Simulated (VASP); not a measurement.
# WS2 (sol) (P6_3/mmc) in VASP: single point with PBEsol

Aim: the single point of WS2 (sol) with PBEsol.

All numbers are computed with VASP 6.6.1; they aren't measurements. Logs are shortened: lines on timing, memory, paths and dates and some standing lists are left out, and cuts for length are marked.

### 1 The cell of the first run

It takes space group P6_3/mmc (No. 194, hexagonal). The conventional cell has a = 3.184 Å, b = 3.184 Å, c = 12.978 Å, α = 90.00°, β = 90.00°, γ = 120.00°. Within 3.2 Å of W (site symmetry -6m2) lie 6 S at 2.41 Å and 6 W at 3.18 Å. S (site symmetry 3m) has 3 W at 2.41 Å and 7 S at 3.12 to 3.18 Å within 3.2 Å.

### 2 Single point, PBEsol

INCAR reads:

```
SYSTEM = WS2
ALGO = Normal
EDIFF = 1E-6
ENCUT = 520
GGA = PS
ISIF = 2
ISMEAR = 0
LASPH = .True.
LCHARG = .True.
LELF = .True.
LREAL = .False.
LVHAR = .True.
LWAVE = .False.
NBANDS = 35
NELM = 80
PREC = Accurate
SIGMA = 0.1
```

KPOINTS reads:

```
k-points
0
Gamma
  6 6 2
  0 0 0
```

POSCAR reads:

```
WS2
1.0
    3.1842228900      0.0000000000      0.0000000000
   -1.5921114500      2.7576179200      0.0000000000
    0.0000000000      0.0000000000     12.9782823600
W S
2 4
Direct
    0.3333333300      0.6666666700      0.2500000000
    0.6666666700      0.3333333300      0.7500000000
    0.3333333300      0.6666666700      0.6298049400
    0.6666666700      0.3333333300      0.1298049400
    0.3333333300      0.6666666700      0.8701950600
    0.6666666700      0.3333333300      0.3701950600
```

Potentials or basis: VASP PAW PBE potentials, release 64 (W_sv, S).

Started as:

```
> cat potpaw_PBE.64/W_sv/POTCAR potpaw_PBE.64/S/POTCAR > POTCAR
> mpirun -np 1 vasp_std > vasp.out
```

OUTCAR:

```text
SYSTEM = WS2
   EDIFF = 1E-6
   ENCUT = 520
   GGA = PS
   ISIF = 2
   ISMEAR = 0
   LASPH = .True.
   LREAL = .False.
   NELM = 80
   PREC = Accurate

 ion  position               nearest neighbor table
   1  0.333  0.667  0.250-   4 2.41   6 2.41   4 2.41   6 2.41   4 2.41   6 2.41
   2  0.667  0.333  0.750-   3 2.41   5 2.41   3 2.41   5 2.41   3 2.41   5 2.41
   3  0.333  0.667  0.630-   2 2.41   2 2.41   2 2.41
   4  0.667  0.333  0.130-   1 2.41   1 2.41   1 2.41
   5  0.333  0.667  0.870-   2 2.41   2 2.41   2 2.41
   6  0.667  0.333  0.370-   1 2.41   1 2.41   1 2.41

  LATTYP: Found a hexagonal cell.
 ALAT       =     3.1842228900
 C/A-ratio  =     4.0758083866

  Lattice vectors:

 A1 = (   3.1842228900,   0.0000000000,   0.0000000000)
 A2 = (  -1.5921114500,   2.7576179200,   0.0000000000)
 A3 = (   0.0000000000,   0.0000000000,  12.9782823600)

Analysis of symmetry for initial positions (statically):
=====================================================================
 Subroutine PRICEL returns:
 Original cell was already a primitive cell.

 Routine SETGRP: Setting up the symmetry group for a
 hexagonal supercell.

 Subroutine GETGRP returns: Found 24 space group operations
 (whereof 12 operations were pure point group operations)
 out of a pool of 24 trial point group operations.

The static configuration has the point symmetry D_3d.
 The point group associated with its full space group is D_6h.

Analysis of symmetry for dynamics (positions and initial velocities):
=====================================================================
 Subroutine PRICEL returns:
 Original cell was already a primitive cell.

 Routine SETGRP: Setting up the symmetry group for a
 hexagonal supercell.

 Subroutine GETGRP returns: Found 24 space group operations
 (whereof 12 operations were pure point group operations)
 out of a pool of 24 trial point group operations.

The dynamic configuration has the point symmetry D_3d.
 The point group associated with its full space group is D_6h.

 Subroutine INISYM returns: Found 24 space group operations
 (whereof 12 operations are pure point group operations),
 and found     1 'primitive' translations

----------------------------------------------------------------------------------------

                                     Primitive cell

  volume of cell :     113.9606

  direct lattice vectors                    reciprocal lattice vectors
     3.184222890  0.000000000  0.000000000     0.314048367  0.181315910  0.000000000
    -1.592111450  2.757617920  0.000000000     0.000000000  0.362631818  0.000000000
     0.000000000  0.000000000 12.978282360     0.000000000  0.000000000  0.077051799

  length of vectors
     3.184222890  3.184222898 12.978282360     0.362631819  0.362631818  0.077051799

  position of ions in fractional coordinates (direct lattice)
     0.333333330  0.666666670  0.250000000
     0.666666670  0.333333330  0.750000000
     0.333333330  0.666666670  0.629804940
     0.666666670  0.333333330  0.129804940
     0.333333330  0.666666670  0.870195060
     0.666666670  0.333333330  0.370195060

  ion indices of the primitive-cell ions
   primitive index   ion index
                 1           1
                 2           2
                 3           3
                 4           4
                 5           5
                 6           6

----------------------------------------------------------------------------------------

 KPOINTS: k-points

Automatic generation of k-mesh.
 Grid dimensions read from file:
 generate k-points for:    6    6    2

 Generating k-lattice:

  Cartesian coordinates                     Fractional coordinates (reciprocal lattice)
     0.052341395  0.030219318  0.000000000     0.166666667  0.000000000  0.000000000
     0.000000000  0.060438636  0.000000000     0.000000000  0.166666667  0.000000000
     0.000000000  0.000000000  0.038525899     0.000000000  0.000000000  0.500000000

  Length of vectors
     0.060438636  0.060438636  0.038525899

  Shift w.r.t. Gamma in fractional coordinates (k-lattice)
     0.000000000  0.000000000  0.000000000

 Subroutine IBZKPT returns following result:
 ===========================================

 Found     14 irreducible k-points:

 Following reciprocal coordinates:
            Coordinates               Weight
  0.000000  0.000000  0.000000      1.000000
  0.166667  0.000000  0.000000      6.000000
  0.333333  0.000000  0.000000      6.000000
  0.500000  0.000000  0.000000      3.000000
  0.166667  0.166667  0.000000      6.000000
  0.333333  0.166667  0.000000     12.000000
  0.333333  0.333333  0.000000      2.000000
  0.000000  0.000000  0.500000      1.000000
  0.166667  0.000000  0.500000      6.000000
  0.333333  0.000000  0.500000      6.000000
  0.500000  0.000000  0.500000      3.000000
  0.166667  0.166667  0.500000      6.000000
  0.333333  0.166667  0.500000     12.000000
  0.333333  0.333333  0.500000      2.000000
   k-points           NKPTS =     14   k-points in BZ     NKDIM =     14   number of bands    NBANDS=     35
   number of dos      NEDOS =    301   number of ions     NIONS =      6
   total plane-waves  NPLWV =  56448
   dimension x,y,z NGX =    24 NGY =   24 NGZ =   98
   dimension x,y,z NGXF=    48 NGYF=   48 NGZF=  196
   ions per type =               2   4
   NGX,Y,Z   is equivalent  to a cutoff of  12.53, 12.53, 12.55 a.u.
   NGXF,Y,Z  is equivalent  to a cutoff of  25.06, 25.06, 25.11 a.u.
 SYSTEM =  WS2
   PREC   = accura    normal or accurate (medium, high low for compatibility)
   ISTART =      0    job   : 0-new  1-cont  2-samecut
   ICHARG =      2    charge: 1-file 2-atom 10-const
   ISPIN  =      1    spin polarized calculation?
   LNONCOLLINEAR =      F non collinear calculations
   LSORBIT =      F    spin-orbit coupling
   LASPH  =      T    aspherical Exc in radial PAW
   ENCUT  =  520.0 eV  38.22 Ry    6.18 a.u.   5.92  5.92 24.13*2*pi/ulx,y,z
   NELM   =     80;   NELMIN=  2; NELMDL= -5     # of ELM steps
   EDIFF  = 0.1E-05   stopping-criterion for ELM
   LREAL  =      F    real-space projection
   EDIFFG = 0.1E-04   stopping-criterion for IOM
   NSW    =      0    number of steps for IOM
   IBRION =     -1    ionic relax: 0-MD 1-quasi-New 2-CG
   NFREE  =      0    steps in history (QN), initial steepest desc. (CG)
   ISIF   =      2    stress and relaxation
   ISYM   =      2    0-nonsym 1-usesym 2-fastsym
   POTIM  = 0.5000    time-step for ionic-motion
   TEBEG  =    0.0;   TEEND  =   0.0 temperature during run
   PSTRESS=    0.0 pullay stress
   NELECT =      52.0000    total number of electrons
   NUPDOWN=      -1.0000    fix difference up-down
   EMIN   =  10.00;   EMAX   =-10.00  energy-range for DOS
   EFERMI =   0.00;   METHOD = LEGACY
   ISMEAR =     0;   SIGMA  =   0.10  broadening in eV -4-tet -1-fermi 0-gaus
   EFERMI_NEDOS =   21; number of points for ismear=-14 and -15
   IALGO  =     38    algorithm
   IMIX   =      4    mixing-type and parameters
     AMIX     =   0.40;   BMIX     =  1.00
     AMIX_MAG =   1.60;   BMIX_MAG =  1.00
  volume/ion in A,a.u.               =      18.99       128.17
  Fermi-wavevector in a.u.,A,eV,Ry     =   1.260350  2.381715 21.612597  1.588481
  Thomas-Fermi vector in A             =   2.393864
   LORBIT       =      0    0 simple, 1 ext, 2 COOP (PROOUT), +10 PAW based schemes
   GGA     = PS    functional components
   LHFCALC =     F    Hartree Fock is set to
   AEXX    =    0.0000 exact exchange contribution
   IVDW    =     0    specifies the selected vdW correction
   LEPSILON=     F    determine dielectric tensor
   LRPA    =     F    only Hartree local field effects (RPA)
 non-spin polarized calculation
 Gauss-broadening in eV      SIGMA  =   0.10
  energy-cutoff  :      520.00
  volume of cell :      113.96
 maximum number of plane-waves:      3088
 NGX is ok and might be reduce to    24
   NGX = 11   NGY = 11   NGZ = 49

 number of electron      51.9999999 magnetization

 Free energy of the ion-electron system (eV)
  ---------------------------------------------------
  ext. energy  EPLUGINS =         0.00000000
  ---------------------------------------------------
  free energy    TOTEN  =       -50.51856913 eV

  energy without entropy =      -50.51856913  energy(sigma->0) =      -50.51856913

 E-fermi :   7.0855     XC(G=0): -10.6542

 val. band max:        6.4316953198   @ k =   0.0000   0.0000   0.0000
 cond. band min:       7.6316720246   @ k =   0.1667   0.1667   0.0000
 fundamental gap:      1.1999767047
 Fermi energy:         7.0854691481

 k-point     1 :       0.0000    0.0000    0.0000
  band No.  band energies     occupation
      1     -68.0489      2.00000
      2     -68.0489      2.00000
      3     -32.2972      2.00000
      4     -32.2971      2.00000
      5     -32.1408      2.00000
      6     -32.1408      2.00000
[... 27 lines left out ...]
     34       9.0427      0.00000
     35      11.0378      0.00000

 k-point     2 :       0.1667    0.0000    0.0000
  band No.  band energies     occupation
      1     -68.0447      2.00000
      2     -68.0447      2.00000
      3     -32.2818      2.00000
      4     -32.2818      2.00000
      5     -32.2260      2.00000
      6     -32.2260      2.00000
[... 27 lines left out ...]
     34       9.5500      0.00000
     35      12.6157      0.00000

 k-point     3 :       0.3333    0.0000    0.0000
  band No.  band energies     occupation
      1     -68.0364      2.00000
      2     -68.0363      2.00000
      3     -32.3926      2.00000
      4     -32.3926      2.00000
      5     -32.2509      2.00000
      6     -32.2509      2.00000
[... 27 lines left out ...]
     34      10.5144      0.00000
     35      12.3119      0.00000

 k-point     4 :       0.5000    0.0000    0.0000
  band No.  band energies     occupation
      1     -68.0322      2.00000
      2     -68.0322      2.00000
      3     -32.4741      2.00000
      4     -32.4741      2.00000
      5     -32.2354      2.00000
      6     -32.2354      2.00000
[... 27 lines left out ...]
     34      10.7256      0.00000
     35      10.8157      0.00000

 k-point     5 :       0.1667    0.1667    0.0000
  band No.  band energies     occupation
      1     -68.0385      2.00000
      2     -68.0385      2.00000
      3     -32.3357      2.00000
      4     -32.3357      2.00000
      5     -32.2586      2.00000
      6     -32.2586      2.00000
[... 258 lines left out ...]
 k-point    12 :       0.1667    0.1667    0.5000
  band No.  band energies     occupation
      1     -68.0385      2.00000
      2     -68.0385      2.00000
      3     -32.3357      2.00000
      4     -32.3357      2.00000
      5     -32.2586      2.00000
      6     -32.2586      2.00000
[... 27 lines left out ...]
     34      10.5310      0.00000
     35      13.7424      0.00000

 k-point    13 :       0.3333    0.1667    0.5000
  band No.  band energies     occupation
      1     -68.0322      2.00000
      2     -68.0322      2.00000
      3     -32.4326      2.00000
      4     -32.4326      2.00000
      5     -32.2628      2.00000
      6     -32.2628      2.00000
[... 27 lines left out ...]
     34      10.7561      0.00000
     35      12.2517      0.00000

 k-point    14 :       0.3333    0.3333    0.5000
  band No.  band energies     occupation
      1     -68.0301      2.00000
      2     -68.0301      2.00000
      3     -32.3907      2.00000
      4     -32.3907      2.00000
      5     -32.3567      2.00000
      6     -32.3567      2.00000
[... 27 lines left out ...]
     34      11.3346      0.00000
     35      12.7859      0.00000

------------------------ aborting loop because EDIFF is reached ----------------------------------------

  FORCE on cell =-STRESS in cart. coord.  units (eV):
  Direction    XX          YY          ZZ          XY          YZ          ZX
  --------------------------------------------------------------------------------------
  -------------------------------------------------------------------------------------
  Total       -2.5754584     -2.5754584     -0.8187433      0.0000000      0.0000000      0.0000000
  in kB      -36.2084850    -36.2084852    -11.5107489      0.0000001      0.0000000      0.0000000
  external PRESSURE =     -27.9759063 kB  Pullay stress =       0.0000000 kB

 VOLUME and BASIS-vectors are now :
 -----------------------------------------------------------------------------
  energy-cutoff  :      520.00
  volume of cell :      113.96
      direct lattice vectors                 reciprocal lattice vectors
     3.184222890  0.000000000  0.000000000     0.314048367  0.181315910  0.000000000
    -1.592111450  2.757617920  0.000000000     0.000000000  0.362631818  0.000000000
     0.000000000  0.000000000 12.978282360     0.000000000  0.000000000  0.077051799

 POSITION                                       TOTAL-FORCE (eV/Angst)
 -----------------------------------------------------------------------------------
     -0.00000      1.83841      3.24457         0.000000      0.000000      0.000000
      1.59211      0.91921      9.73371        -0.000000     -0.000000      0.000000
     -0.00000      1.83841      8.17379         0.000000      0.000000      0.086903
      1.59211      0.91921      1.68465        -0.000000     -0.000000      0.086903
     -0.00000      1.83841     11.29364         0.000000     -0.000000     -0.086903
      1.59211      0.91921      4.80450        -0.000000      0.000000     -0.086903
 -----------------------------------------------------------------------------------
    total drift:                               -0.000010      0.000006     -0.000000

  FREE ENERGIE OF THE ION-ELECTRON SYSTEM (eV)
  ---------------------------------------------------
  free  energy   TOTEN  =       -50.5185691268 eV

  energy  without entropy=      -50.5185691268  energy(sigma->0) =      -50.51856913
```

Run time: 24 s. Hardware: 1 thread of Intel Xeon 6975P-C (Granite Rapids), shared host; peak memory 0.24 GiB.

What came out:

```yaml
Free_energy: -50.5186 eV
Pressure: -2.8 GPa
Largest_force: 0.087 eV/Å
Band_gap_on_the_k_mesh: 1.20 eV, indirect (least direct gap 1.73 eV)
```

Forces on the atoms (eV/Å):
```
W    0.000  0.000  0.000
W    0.000  0.000  0.000
S    0.000  0.000  0.087
S    0.000  0.000  0.087
S    0.000  0.000 -0.087
S    0.000  0.000 -0.087
```

Levels at points of the mesh, in eV from the valence-band top:
```
           k point  band 24  band 25  band 26  band 27  band 28  band 29
(0.00, 0.00, 0.00)    -1.70    -0.94     0.00     2.36     2.36     2.37
(0.50, 0.00, 0.00)    -1.75    -1.52    -1.42     2.30     2.33     2.68
(0.00, 0.00, 0.50)    -2.17    -0.30    -0.30     2.36     2.36     2.36
(0.50, 0.00, 0.50)    -1.80    -1.46    -1.46     2.31     2.31     2.78
```

Caveat: the PAW data sets were made with another functional, which shifts forces and pressure a little; spin-orbit coupling is left out, which moves the levels of the heavy elements; this functional lacks dispersion, which binds the layers, so the pressure and a relaxed spacing across them are unreliable. A k mesh can miss the band edges.
